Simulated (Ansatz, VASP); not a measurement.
# Two plane-wave programs on Pt

File INCAR:

```
  ALGO = Normal
  EDIFF = 1E-6
  EDIFFG = -0.03
  ENCUT = 600
  GGA = PE
  IBRION = 2
  ISIF = 3
  ISMEAR = 1
  IVDW = 13
  LASPH = T
  LCHARG = F
  LREAL = F
  LWAVE = F
  NELM = 100
  NSW = 80
  PREC = Accurate
  SIGMA = 0.1
```

KPOINTS

```
k-points
0
Gamma
  13 13 13
```

POSCAR

```
Pt
1.0
    0.0000000000      1.9609000000      1.9609000000
    1.9609000000      0.0000000000      1.9609000000
    1.9609000000      1.9609000000      0.0000000000
Pt
1
Direct
    0.0000000000      0.0000000000      0.0000000000
```

Input for Ansatz:

```yaml
crystal:
  lattice:
    - [0.0, 1.9609, 1.9609]
    - [1.9609, 0.0, 1.9609]
    - [1.9609, 1.9609, 0.0]
  atoms:
    - { symbol: Pt, position: [0.0, 0.0, 0.0] }
kpoints:
  mp_grid:
    grid: [13, 13, 13]
hamiltonian:
  xc: pbe
  dispersion: d4
scf:
  convergence:
    dr2_threshold: 1.0e-09
  occupations:
    method: cold
relax:
  f_tol: 0.03
  cell: {}
```

Alike in both runs: task relaxation of cell and atoms; functional PBE; dispersion D4; k mesh 13 × 13 × 13; no spin polarisation.

|  | VASP | Ansatz |
| --- | --- | --- |
| version | VASP 6.6.1 | Ansatz 0.2.0 |
| potentials or method | VASP PAW PBE potentials, release 64 (Pt) | plane waves, PAW |
| plane-wave cutoff (eV) | 600 | 420 |
| occupations | methfessel-paxton of order 1, width 0.1 eV | cold |
| valence electrons in the cell | 10 | 18 |

Ansatz gave:

| Quantity | Value |
| --- | --- |
| relaxed volume (Å³/atom) | 15.21 |
| relaxed cell length with the largest relative difference (Å) | 2.781 |

Q: Estimate VASP's values.

A: Relaxed volume (Å³/atom): 15.18; relaxed cell length with the largest relative difference (Å): 2.779.

VASP's potentials hold 10 valence electrons a cell and Ansatz's 18, so a difference there can come from the potentials and not from the codes. Ansatz's warnings: stress scf threshold loose.

Spin-orbit coupling is off throughout.
